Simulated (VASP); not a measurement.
Crystal: SiO2.

```
Si O
1.0
    -4.47204    4.47204    2.61177
     4.47204   -4.47204    2.61177
     4.47204    4.47204   -2.61177
Si O
4 8
Direct
  0.17689 0.17689 0.35378
  0.82311 0.17689 0.00000
  0.17689 0.82311 0.00000
  0.82311 0.82311 0.64622
  0.50000 0.50000 0.50000
  0.00000 0.50000 0.00000
  0.50000 0.00000 0.00000
  0.00000 0.00000 0.50000
  0.00000 0.20855 0.20855
  0.79145 0.00000 0.79145
  0.20855 0.00000 0.20855
  0.00000 0.79145 0.79145
```

Base run:

```yaml
Program: VASP 6.6.1
Functional: r2SCAN
Potentials_or_basis: VASP PAW PBE potentials, release 64 (Si, O)
Cutoff: 520 eV
k_mesh: 5 × 5 × 5
Occupations: fermi-dirac, width 0.02 eV
Spin: no spin polarisation
```

Its results: band gap on the k mesh 6.07 eV, indirect (least direct gap 6.08 eV); pressure 0.2 GPa; largest force 0.007 eV/Å.

Question: The run is repeated on the same cell with these changes: functional from r2SCAN to PBE. What comes out?

Answer: Band gap on the k mesh 5.45 eV, indirect (the least direct gap lies 5.0 meV higher); pressure 3.7 GPa; largest force 0.204 eV/Å.

r2SCAN gives the wider gap, since meta-GGAs in the generalised Kohn-Sham scheme recover part of the derivative discontinuity.

Caveats: the PAW data sets were made with another functional, which shifts forces and pressure a little (some runs).

A k mesh can miss the band edges.
